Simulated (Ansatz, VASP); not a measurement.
**K3SBr in VASP and in Ansatz**

The input POSCAR:

```
K3SBr
1.0
    5.8335797143      0.0000000000      0.0000000000
    0.0000000000      5.8335797143      0.0000000000
    0.0000000000      0.0000000000      5.8335797143
Br S K
1 1 3
Direct
    0.0000000000      0.0000000000      0.0000000000
    0.5000000000      0.5000000000      0.5000000000
    0.5000000000      0.5000000000      0.0000000000
    0.5000000000      0.0000000000      0.5000000000
    0.0000000000      0.5000000000      0.5000000000
```

File INCAR.step1:

```
SYSTEM = K3SBr
  ALGO = Normal
  EDIFF = 1E-4
  ENCUT = 520
  GGA = PE
  ISMEAR = 0
  LASPH = .TRUE.
  LCHARG = .FALSE.
  LREAL = .FALSE.
  LWAVE = .TRUE.
  NBANDS = 28
  NELM = 60
  PREC = Accurate
  SIGMA = 0.01
```

The input INCAR.step2:

```
SYSTEM = K3SBr
  ALGO = Normal
  EDIFF = 1E-6
  ENCUT = 520
  ISIF = 2
  ISMEAR = 0
  ISTART = 1
  LASPH = .TRUE.
  LCHARG = .TRUE.
  LELF = .TRUE.
  LMIXTAU = .TRUE.
  LREAL = .FALSE.
  LVHAR = .TRUE.
  LWAVE = .FALSE.
  METAGGA = R2SCAN
  NBANDS = 28
  NELM = 60
  PREC = Accurate
  SIGMA = 0.01
```

The input KPOINTS:

```
k-points
0
G
  4 4 4
  0 0 0
```

Input for Ansatz:

```yaml
crystal:
  lattice:
    - [5.8335797143, 0.0, 0.0]
    - [0.0, 5.8335797143, 0.0]
    - [0.0, 0.0, 5.8335797143]
  atoms:
    - { symbol: Br, position: [0.0, 0.0, 0.0] }
    - { symbol: S, position: [0.5, 0.5, 0.5] }
    - { symbol: K, position: [0.5, 0.5, 0.0] }
    - { symbol: K, position: [0.5, 0.0, 0.5] }
    - { symbol: K, position: [0.0, 0.5, 0.5] }
kpoints:
  mp_grid: { grid: [4, 4, 4] }
hamiltonian:
  xc: r2scan
scf:
  occupations: { method: fixed }
  n_extra_bands: 5
output:
  forces: true
  stress: true
  eigenvalues: true
```

Alike in both runs: task single point; functional r2SCAN; k mesh 4 × 4 × 4; no spin polarisation.

```csv
,VASP,Ansatz
version,VASP 6.6.1,Ansatz 0.2.0
potentials or method,"VASP PAW PBE potentials, release 64 (Br, S, K_sv)","plane waves, PAW"
plane-wave cutoff (eV),520,500
occupations,"gaussian, width 0.01 eV",fixed
valence electrons in the cell,40,40
```

```csv
,VASP,Ansatz,Ansatz less VASP
gap on the k mesh at the Fermi level (eV),2.15,2.15,0.000
pressure (GPa),1.0,1.0,-0.02
```

VASP's potentials were made for PBE, not for r2SCAN.
